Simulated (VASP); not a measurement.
Input of a VASP 6.6.1 run:

Contents of INCAR:

```
SYSTEM = NaCl
ALGO     = Normal         ! electronic algorithm
EDIFF    = 1E-6           ! SCF threshold, eV
EFERMI   = MIDGAP       
ENCUT    = 520            ! plane-wave cutoff, eV
GGA_COMPAT= .FALSE.      
ISMEAR   = -5             ! smearing method
KPAR     = 2            
LASPH    = .TRUE.         ! aspherical terms in the spheres
LCHARG   = .FALSE.        ! write CHGCAR
LMIXTAU  = .TRUE.       
LORBIT   = 11             ! projections on sites
LREAL    = .FALSE.        ! projectors in reciprocal space
LWAVE    = .FALSE.        ! write WAVECAR
METAGGA  = MS2            ! meta-GGA
NBANDS   = 23             ! bands
NEDOS    = 4001           ! points of the DOS
NELM     = 120            ! most SCF steps
PREC     = Accurate       ! precision mode
```

File KPOINTS:

```
Automatic mesh
0
Gamma
  23 23 23
  0 0 0
```

The input POSCAR:

```
NaCl
1.0
    3.5021900000      0.0000000000      0.0000000000
    0.0000000000      3.5021900000      0.0000000000
    0.0000000000      0.0000000000      3.5021900000
Cl Na
1 1
Direct
    0.5000000000      0.5000000000      0.5000000000
    0.0000000000      0.0000000000      0.0000000000
```

Potentials or basis: VASP PAW PBE potentials, release 64 (Cl, Na_pv).

Launch:

```console
$ cat potpaw_PBE.64/Cl/POTCAR potpaw_PBE.64/Na_pv/POTCAR > POTCAR
$ mpirun -np 2 vasp_std > vasp.out
```

(1) Predict the pressure.

(2) Predict the band gap on the k mesh.

Answers

(1) -1.5 GPa.

(2) 4.59 eV (least direct gap 5.08 eV).

Caveat: the PAW data sets were made with another functional, which shifts forces and pressure a little; an odd mesh through Γ misses points on the zone boundary, where band edges can lie.
